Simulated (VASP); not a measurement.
Set up this calculation in VASP 6.6.1, as the native input.

```
Task                   : single point
Functional             : LDA
Potentials or basis    : VASP PAW LDA potentials, release 64 (Zn, H)
Cutoff                 : 520 eV
k mesh                 : 4 × 3 × 3
Occupations            : gaussian, width 0.05 eV
Spin                   : no spin polarisation
Dipole correction      : no
Further INCAR settings : ALGO = Normal; EDIFF = 1e-06; NBANDS = 84
```

The structure of Zn12H (a cell with a defect) lies in POSCAR:

```
Zn12H
1.0
    5.3200000000      0.0000000000      0.0000000000
   -3.9900000000      6.9108830000      0.0000000000
    0.0000000000      0.0000000000      4.9369600000
Zn H
12 1
Direct
   -0.0238434251     -0.0118761958      0.0598574831
    0.1718626248      0.2177351288      0.5002600791
   -0.0080857649      0.3389876518      0.0134402547
    0.1708460962      0.5451764992      0.5297411768
    0.0055974781      0.6739778405     -0.0073780221
    0.1769151382      0.8737790815      0.4754642533
    0.5054949576      0.0011143294      0.0016696510
    0.6785225715      0.2109190678      0.4863413923
    0.5171565475      0.3518292814      0.0603535374
    0.6761304493      0.5520649098      0.5377106560
    0.4901777408      0.6611700705      0.0192215452
    0.6710066416      0.8794431913      0.5460449345
    0.2842268270      0.1486380250      0.8468047138
```

These files were run (other wordings do the same):

INCAR

```
SYSTEM = Zn12H
  ALGO = Normal
  EDIFF = 1E-6
  ENCUT = 520
  GGA = CA
  ISIF = 2
  ISMEAR = 0
  LASPH = .True.
  LCHARG = .False.
  LREAL = .False.
  LWAVE = .False.
  NBANDS = 84
  NELM = 80
  PREC = Accurate
  SIGMA = 0.05
```

KPOINTS

```
k-points
0
Gamma
  4 3 3
  0 0 0
```

Potentials or basis: VASP PAW LDA potentials, release 64 (Zn, H).

Launch:

```bash
$ cat potpaw_LDA.64/Zn/POTCAR potpaw_LDA.64/H/POTCAR > POTCAR
$ mpirun -np 1 vasp_std > vasp.out
```

It gave:

The pressure is -5.6 GPa and the largest force is 0.149 eV/Å.

Caveat: the k points lie up to 0.42 Å⁻¹ apart.

Run time: 3.8 min on 1 thread of Oxide Virtual Turin-like Processor, with other jobs on the host, peak memory 0.32 GiB.
